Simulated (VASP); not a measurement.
# ZnH5 (P-6m2) in VASP: a series of runs

The runs below take ZnH5 through relaxation of cell and atoms, with PBE.

Everything below comes from runs of VASP 6.6.1. Logs are shortened: lines on timing, memory, paths and dates and some standing lists are left out, and cuts for length are marked.

## (1) The cell of the first run

Symmetry: P-6m2, No. 187, hexagonal system. Conventional cell: a = 4.386 Å, b = 4.386 Å, c = 6.508 Å, α = 90.00°, β = 90.00°, γ = 120.00°. Within 2.2 Å of Zn (site symmetry -6m2) lie 3 H at 1.65 Å. Within 1.0 Å of H (site symmetry 3m) lie 1 H at 0.75 Å. Within 2.0 Å of H (site symmetry mm2) lie 2 H at 1.53 Å and 1 Zn at 1.65 Å.

The cell was generated, and may not be a known phase.

## (2) Relaxation of cell and atoms, PBE

INCAR reads:

```
  ALGO = Normal
  EDIFF = 1E-7
  EDIFFG = -0.01
  ENCUT = 600
  GGA = PE
  IBRION = 2
  ISIF = 3
  ISMEAR = 0
  LASPH = True
  LCHARG = False
  LREAL = False
  LWAVE = False
  NELM = 60
  NSW = 100
  PREC = Accurate
  SIGMA = 0.1
```

KPOINTS reads:

```
k-points
0
Gamma
  12 12 6
```

POSCAR reads:

```
ZnH5
1.0
    4.3855271515      0.0000000000      0.0000000000
   -2.1927635758      3.7979779222      0.0000000000
    0.0000000000      0.0000000000      6.5082104998
Zn H
1 5
Direct
    0.0000000000      0.0000000000      0.0000000000
    0.0000000000      0.0000000000      0.5577530948
    0.0000000000      0.0000000000      0.4422469052
    0.2166890544      0.7833109456      0.0000000000
    0.2166890544      0.4333781089      0.0000000000
    0.5666218911      0.7833109456      0.0000000000
```

Potentials or basis: VASP PAW PBE potentials, release 64 (Zn, H).

Command:

```
$ cat potpaw_PBE.64/Zn/POTCAR potpaw_PBE.64/H/POTCAR > POTCAR
$ mpirun -np 1 vasp_std > vasp.out
```

OUTCAR:

```text
EDIFF = 1E-7
   EDIFFG = -0.01
   ENCUT = 600
   GGA = PE
   IBRION = 2
   ISIF = 3
   ISMEAR = 0
   LASPH = True
   LREAL = False
   NELM = 60
   NSW = 100
   PREC = Accurate

 ion  position               nearest neighbor table
   1  0.000  0.000  0.000-   4 1.65   6 1.65   5 1.65
   2  0.000  0.000  0.558-   3 0.75
   3  0.000  0.000  0.442-   2 0.75
   4  0.217  0.783  0.000-   1 1.65
   5  0.217  0.433  0.000-   1 1.65
   6  0.567  0.783  0.000-   1 1.65

  LATTYP: Found a hexagonal cell.
 ALAT       =     4.3855271515
 C/A-ratio  =     1.4840201132

  Lattice vectors:

 A1 = (   4.3855271515,   0.0000000000,   0.0000000000)
 A2 = (  -2.1927635758,   3.7979779222,   0.0000000000)
 A3 = (   0.0000000000,   0.0000000000,   6.5082104998)

Analysis of symmetry for initial positions (statically):
=====================================================================
 Subroutine PRICEL returns:
 Original cell was already a primitive cell.

 Routine SETGRP: Setting up the symmetry group for a
 hexagonal supercell.

 Subroutine GETGRP returns: Found 12 space group operations
 (whereof 12 operations were pure point group operations)
 out of a pool of 24 trial point group operations.

The static configuration has the point symmetry D_3h.

Analysis of symmetry for dynamics (positions and initial velocities):
=====================================================================
 Subroutine PRICEL returns:
 Original cell was already a primitive cell.

 Routine SETGRP: Setting up the symmetry group for a
 hexagonal supercell.

 Subroutine GETGRP returns: Found 12 space group operations
 (whereof 12 operations were pure point group operations)
 out of a pool of 24 trial point group operations.

The dynamic configuration has the point symmetry D_3h.

 Subroutine INISYM returns: Found 12 space group operations
 (whereof 12 operations are pure point group operations),
 and found     1 'primitive' translations

----------------------------------------------------------------------------------------

                                     Primitive cell

  volume of cell :     108.4016

  direct lattice vectors                    reciprocal lattice vectors
     4.385527151  0.000000000  0.000000000     0.228022759  0.131649001  0.000000000
    -2.192763576  3.797977922  0.000000000     0.000000000  0.263298002  0.000000000
     0.000000000  0.000000000  6.508210500     0.000000000  0.000000000  0.153652068

  length of vectors
     4.385527151  4.385527152  6.508210500     0.263298002  0.263298002  0.153652068

  position of ions in fractional coordinates (direct lattice)
     0.000000000  0.000000000  0.000000000
     0.000000000  0.000000000  0.557753095
     0.000000000  0.000000000  0.442246905
     0.216689054  0.783310946  0.000000000
     0.216689054  0.433378109  0.000000000
     0.566621891  0.783310946  0.000000000

  ion indices of the primitive-cell ions
   primitive index   ion index
                 1           1
                 2           2
                 3           3
                 4           4
                 5           5
                 6           6

----------------------------------------------------------------------------------------

 KPOINTS: k-points

Automatic generation of k-mesh.
 Grid dimensions read from file:
 generate k-points for:   12   12    6

 Generating k-lattice:

  Cartesian coordinates                     Fractional coordinates (reciprocal lattice)
     0.019001897  0.010970750  0.000000000     0.083333333  0.000000000  0.000000000
     0.000000000  0.021941500  0.000000000     0.000000000  0.083333333  0.000000000
     0.000000000  0.000000000  0.025608678     0.000000000  0.000000000  0.166666667

  Length of vectors
     0.021941500  0.021941500  0.025608678

  Shift w.r.t. Gamma in fractional coordinates (k-lattice)
     0.000000000  0.000000000  0.000000000

 Subroutine IBZKPT returns following result:
 ===========================================

 Found     76 irreducible k-points:

 Following reciprocal coordinates:
            Coordinates               Weight
  0.000000  0.000000  0.000000      1.000000
  0.083333  0.000000  0.000000      6.000000
  0.166667  0.000000  0.000000      6.000000
  0.250000  0.000000  0.000000      6.000000
  0.333333  0.000000  0.000000      6.000000
  0.416667  0.000000  0.000000      6.000000
[... 16 lines left out ...]
  0.250000  0.000000  0.166667     12.000000
  0.333333  0.000000  0.166667     12.000000
 [... further k-points ...]
   k-points           NKPTS =     76   k-points in BZ     NKDIM =     76   number of bands    NBANDS=     12
   number of dos      NEDOS =    301   number of ions     NIONS =      6
   total plane-waves  NPLWV =  69984
   dimension x,y,z NGX =    36 NGY =   36 NGZ =   54
   dimension x,y,z NGXF=    72 NGYF=   72 NGZF=  108
   ions per type =               1   5
   NGX,Y,Z   is equivalent  to a cutoff of  13.65, 13.65, 13.79 a.u.
   NGXF,Y,Z  is equivalent  to a cutoff of  27.29, 27.29, 27.59 a.u.
 SYSTEM =  unknown system
   PREC   = accura    normal or accurate (medium, high low for compatibility)
   ISTART =      0    job   : 0-new  1-cont  2-samecut
   ICHARG =      2    charge: 1-file 2-atom 10-const
   ISPIN  =      1    spin polarized calculation?
   LNONCOLLINEAR =      F non collinear calculations
   LSORBIT =      F    spin-orbit coupling
   LASPH  =      T    aspherical Exc in radial PAW
   ENCUT  =  600.0 eV  44.10 Ry    6.64 a.u.   8.76  8.76 13.00*2*pi/ulx,y,z
   NELM   =     60;   NELMIN=  2; NELMDL= -5     # of ELM steps
   EDIFF  = 0.1E-06   stopping-criterion for ELM
   LREAL  =      F    real-space projection
   EDIFFG = -.1E-01   stopping-criterion for IOM
   NSW    =    100    number of steps for IOM
   IBRION =      2    ionic relax: 0-MD 1-quasi-New 2-CG
   NFREE  =      1    steps in history (QN), initial steepest desc. (CG)
   ISIF   =      3    stress and relaxation
   ISYM   =      2    0-nonsym 1-usesym 2-fastsym
   POTIM  = 0.5000    time-step for ionic-motion
   TEBEG  =    0.0;   TEEND  =   0.0 temperature during run
   PSTRESS=    0.0 pullay stress
   NELECT =      17.0000    total number of electrons
   NUPDOWN=      -1.0000    fix difference up-down
   EMIN   =  10.00;   EMAX   =-10.00  energy-range for DOS
   EFERMI =   0.00;   METHOD = LEGACY
   ISMEAR =     0;   SIGMA  =   0.10  broadening in eV -4-tet -1-fermi 0-gaus
   EFERMI_NEDOS =   21; number of points for ismear=-14 and -15
   IALGO  =     38    algorithm
   IMIX   =      4    mixing-type and parameters
     AMIX     =   0.40;   BMIX     =  1.00
     AMIX_MAG =   1.60;   BMIX_MAG =  1.00
  volume/ion in A,a.u.               =      18.07       121.92
  Fermi-wavevector in a.u.,A,eV,Ry     =   0.882834  1.668315 10.604332  0.779396
  Thomas-Fermi vector in A             =   2.003519
   LORBIT       =      0    0 simple, 1 ext, 2 COOP (PROOUT), +10 PAW based schemes
   GGA     = PE    functional components
   LHFCALC =     F    Hartree Fock is set to
   AEXX    =    0.0000 exact exchange contribution
   IVDW    =     0    specifies the selected vdW correction
   LEPSILON=     F    determine dielectric tensor
   LRPA    =     F    only Hartree local field effects (RPA)
 conjugate gradient relaxation of ions
 non-spin polarized calculation
 Gauss-broadening in eV      SIGMA  =   0.10
  energy-cutoff  :      600.00
  volume of cell :      108.40
 maximum number of plane-waves:      3643
 NGX is ok and might be reduce to    36
   NGX = 17   NGY = 17   NGZ = 25

--------------------------------------- Ionic step        1  -------------------------------------------

 number of electron      16.9999997 magnetization

 Free energy of the ion-electron system (eV)
  ---------------------------------------------------
  ext. energy  EPLUGINS =         0.00000000
  ---------------------------------------------------
  free energy    TOTEN  =       -14.86056127 eV

  energy without entropy =      -14.84909630  energy(sigma->0) =      -14.85482879

------------------------ aborting loop because EDIFF is reached ----------------------------------------

  FORCE on cell =-STRESS in cart. coord.  units (eV):
  Direction    XX          YY          ZZ          XY          YZ          ZX
  --------------------------------------------------------------------------------------
  -------------------------------------------------------------------------------------
  Total        0.0285205      0.0285205     -0.0091603     -0.0000000     -0.0000000     -0.0000000
  in kB        0.4215330      0.4215330     -0.1353887     -0.0000000     -0.0000000     -0.0000000
  external PRESSURE =       0.2358924 kB  Pullay stress =       0.0000000 kB
[... 145 lines left out ...]
  energy  without entropy=      -14.8492222771  energy(sigma->0) =      -14.85495193

--------------------------------------- Ionic step        5  -------------------------------------------

 number of electron      16.9999996 magnetization

 Free energy of the ion-electron system (eV)
  ---------------------------------------------------
  ext. energy  EPLUGINS =         0.00000000
  ---------------------------------------------------
  free energy    TOTEN  =       -14.86070091 eV

  energy without entropy =      -14.84924530  energy(sigma->0) =      -14.85497310

 E-fermi :  -2.8985     XC(G=0):  -5.3905

 val. band max:       -2.9124583495   @ k =   0.5000   0.0000   0.5000
 cond. band min:      -2.8799056328   @ k =   0.4167   0.0000   0.0000
 fundamental gap:      0.0325527168
 Fermi energy:        -2.8985499322

 k-point     1 :       0.0000    0.0000    0.0000
  band No.  band energies     occupation
      1     -10.5666      2.00000
      2      -9.5985      2.00000
      3      -9.5985      2.00000
      4      -9.3800      2.00000
      5      -9.3432      2.00000
      6      -9.3432      2.00000
      7      -8.4975      2.00000
      8      -2.2544      0.00000
      9      -2.2544      0.00000
     10      -1.1243      0.00000
     11       0.4562      0.00000
     12       2.9275      0.00000
[... 331 lines left out ...]
 k-point    24 :       0.3333    0.0000    0.1667
  band No.  band energies     occupation
      1     -10.2080      2.00000
      2      -9.5938      2.00000
      3      -9.5509      2.00000
      4      -9.3565      2.00000
      5      -9.3461      2.00000
      6      -9.1210      2.00000
      7      -8.2164      2.00000
      8      -5.3024      2.00000
      9      -2.7679      0.06472
     10      -0.1171      0.00000
     11       1.6795      0.00000
     12       2.9801      0.00000

 [... further k-points ...]
[... 5 lines left out ...]
  --------------------------------------------------------------------------------------
  -------------------------------------------------------------------------------------
  Total       -0.0287585     -0.0287585      0.0017403      0.0000000      0.0000000      0.0000000
  in kB       -0.4246413     -0.4246413      0.0256971      0.0000000      0.0000000      0.0000000
  external PRESSURE =      -0.2745285 kB  Pullay stress =       0.0000000 kB
[... 21 lines left out ...]
  FREE ENERGIE OF THE ION-ELECTRON SYSTEM (eV)
  ---------------------------------------------------
  free  energy   TOTEN  =       -14.8607009052 eV

  energy  without entropy=      -14.8492453023  energy(sigma->0) =      -14.85497310

 reached required accuracy - stopping structural energy minimisation
```

It took 1.9 min on 1 thread of Intel Xeon 6975P-C (Granite Rapids), shared host; peak memory 0.34 GiB.

What came out:

```yaml
Free_energy: -14.8607 eV
Relaxed_volume: 18.08 Å³/atom
Relaxed_cell: a = 4.387 Å, b = 4.387 Å, c = 6.509 Å, α = 90.00°, β = 90.00°, γ = 120.00°
Space_group_after_relaxing_to_0.1_Å: P-6m2 (No. 187)
Energy_gained_by_relaxing: 0.0 meV/atom
Ionic_steps: 5
Pressure_after_relaxing: 0.0 GPa
Largest_force_after_relaxing: 0.003 eV/Å
Band_gap_on_the_k_mesh: zero (an odd number of electrons rules out a gap without spin polarisation)
```

Forces on the atoms (eV/Å):
```
Zn   0.000  0.000  0.000
H    0.000  0.000 -0.002
H    0.000  0.000  0.002
H    0.003 -0.002  0.000
H    0.000  0.003  0.000
H   -0.003 -0.002  0.000
```

Step by step:
```tsv
step	energy change (eV)	largest force (eV/Å)	pressure (GPa)	volume (Å³)
1	0.0000	0.0274	0.02	108.40
2	-0.0001	0.0424	0.02	108.44
3	-0.0001	0.0388	0.02	108.44
4	-0.0001	0.0195	0.00	108.47
5	-0.0001	0.0031	-0.03	108.51
```

Final structure:
```xyz
6
Lattice="4.3875 0.0000 0.0000 -2.1937 3.7997 0.0000 0.0000 0.0000 6.5086" Properties=species:S:1:pos:R:3 pbc="T T T"
Zn    0.0000    0.0000    0.0000
H     0.0000    0.0000    3.6300
H     0.0000    0.0000    2.8787
H    -0.7650    2.9748    0.0000
H     0.0000    1.6497    0.0000
H     0.7650    2.9748    0.0000
```

Levels at points of the mesh, in eV from the Fermi level:
| k point | band 4 | band 5 | band 6 | band 7 | band 8 | band 9 | band 10 | band 11 | band 12 |
| --- | --- | --- | --- | --- | --- | --- | --- | --- | --- |
| (0.00, 0.00, 0.00) | -6.48 | -6.44 | -6.44 | -5.60 | 0.64 | 0.64 | 1.77 | 3.35 | 5.83 |
| (0.50, 0.00, 0.00) | -6.46 | -6.45 | -6.14 | -4.90 | -3.37 | -0.02 | 3.01 | 4.46 | 6.04 |
| (0.00, 0.00, 0.50) | -6.44 | -6.44 | -6.20 | -6.00 | 0.65 | 0.65 | 2.71 | 2.82 | 6.25 |
| (0.50, 0.00, 0.50) | -6.46 | -6.45 | -6.07 | -4.99 | -3.50 | -0.01 | 4.31 | 4.55 | 4.79 |

## (3) Relaxation of cell and atoms, PBE

This run uses another cell than the first one, of 15.93 Å³/atom.

INCAR reads:

```
PREC = Accurate
ENCUT = 600
EDIFF = 1E-7
ISMEAR = 0
SIGMA = 0.1
LREAL = F
LASPH = T
NELM = 60
ALGO = Normal
ISIF = 3
LWAVE = F
LCHARG = F
GGA = PE
IBRION = 2
NSW = 100
EDIFFG = -0.01
```

KPOINTS reads:

```
Automatic mesh
0
Gamma
  12 12 8
```

POSCAR reads:

```
ZnH5
1.0
    4.3565637886      0.0000000000      0.0000000000
   -2.1782818943      3.7728949141      0.0000000000
    0.0000000000      0.0000000000      5.8165758441
Zn H
1 5
Direct
    0.0000000000      0.0000000000      0.0000000000
    0.0000000000      0.0000000000      0.5648851551
    0.0000000000      0.0000000000      0.4351148449
    0.2186947923      0.7813052077      0.0000000000
    0.2186947923      0.4373895846      0.0000000000
    0.5626104154      0.7813052077      0.0000000000
```

Potentials or basis: VASP PAW PBE potentials, release 64 (Zn, H).

Command:

```
$ cat potpaw_PBE.64/Zn/POTCAR potpaw_PBE.64/H/POTCAR > POTCAR
$ mpirun -np 1 vasp_std > vasp.out
```

Wall time 12 min (1 thread of Intel Xeon 6975P-C (Granite Rapids), shared host); peak memory 0.36 GiB.

The run converged. Its results:

- Free energy: -14.8549 eV
- Relaxed volume: 16.95 Å³/atom
- Relaxed cell: a = 4.369 Å, b = 4.369 Å, c = 6.152 Å, α = 90.00°, β = 90.00°, γ = 120.00°
- Space group after relaxing (to 0.1 Å): P-6m2 (No. 187)
- Energy gained by relaxing: 1.3 meV/atom
- Ionic steps: 24
- Pressure after relaxing: 0.1 GPa
- Largest force after relaxing: 0.009 eV/Å
- Band gap on the k mesh: zero (an odd number of electrons rules out a gap without spin polarisation)

Forces on the atoms (eV/Å):
```
Zn   0.000  0.000  0.000
H    0.000  0.000 -0.009
H    0.000  0.000  0.009
H   -0.001  0.000  0.000
H    0.000 -0.001  0.000
H    0.001  0.000  0.000
```

Step by step:
| step | energy change (eV) | largest force (eV/Å) | pressure (GPa) | volume (Å³) |
| --- | --- | --- | --- | --- |
| 1 | 0.0000 | 0.0423 | 0.21 | 95.61 |
| 2 | -0.0004 | 0.0554 | 0.21 | 95.89 |
| 3 | -0.0005 | 0.1196 | 0.22 | 96.08 |
| 4 | -0.0007 | 0.1121 | 0.21 | 96.17 |
| 5 | -0.0012 | 0.0900 | 0.17 | 96.44 |
| 6 | -0.0020 | 0.0465 | 0.10 | 96.98 |
| 7 | -0.0030 | 0.0389 | -0.01 | 98.08 |
| 8 | -0.0031 | 0.2036 | -0.27 | 100.30 |
| 9 | -0.0034 | 0.1248 | -0.14 | 99.23 |
| 10 | -0.0037 | 0.0814 | -0.15 | 99.61 |
| 11 | -0.0040 | 0.0288 | -0.15 | 100.06 |
| 12 | -0.0042 | 0.0802 | -0.13 | 100.97 |
| 13 | -0.0046 | 0.0541 | -0.14 | 101.54 |
| 14 | -0.0051 | 0.0187 | -0.17 | 102.98 |
| 15 | -0.0055 | 0.0230 | -0.14 | 102.86 |
| 16 | -0.0063 | 0.0361 | -0.04 | 102.50 |
| 17 | -0.0068 | 0.0625 | 0.13 | 101.77 |
| 18 | -0.0072 | 0.0528 | 0.13 | 101.73 |
| 19 | -0.0073 | 0.1261 | 0.09 | 101.67 |
| 20 | -0.0075 | 0.1061 | 0.08 | 101.67 |
| 21 | -0.0078 | 0.0605 | 0.09 | 101.66 |
| 22 | -0.0078 | 0.0325 | 0.09 | 101.64 |
| 23 | -0.0079 | 0.0159 | 0.09 | 101.65 |
| 24 | -0.0079 | 0.0085 | 0.09 | 101.68 |

Final structure:
```cif
data_structure
_symmetry_space_group_name_H-M 'P 1'
_symmetry_Int_Tables_number 1
_cell_length_a 4.3688
_cell_length_b 4.3688
_cell_length_c 6.1516
_cell_angle_alpha 90.000
_cell_angle_beta 90.000
_cell_angle_gamma 120.000
_cell_volume 101.68
loop_
_atom_site_label
_atom_site_type_symbol
_atom_site_fract_x
_atom_site_fract_y
_atom_site_fract_z
_atom_site_occupancy
Zn1 Zn 0.00000 0.00000 0.00000 1
H1 H 0.00000 0.00000 0.56117 1
H2 H 0.00000 0.00000 0.43883 1
H3 H 0.21792 0.78208 0.00000 1
H4 H 0.21792 0.43583 0.00000 1
H5 H 0.56417 0.78208 0.00000 1
```

Levels at points of the mesh, in eV from the Fermi level:
```csv
k point,band 6,band 7,band 8,band 9,band 10,band 11
"(0.00, 0.00, 0.00)",-6.48,-5.52,0.66,0.66,1.71,3.39
"(0.50, 0.00, 0.00)",-6.28,-4.93,-3.33,-0.02,2.88,4.40
"(0.00, 0.00, 0.50)",-6.33,-6.06,0.67,0.67,2.72,2.89
"(0.50, 0.00, 0.50)",-6.19,-5.07,-3.55,-0.01,4.38,4.68
```

The gap in the log of VASP goes by the Fermi energy; the results here count the filled bands.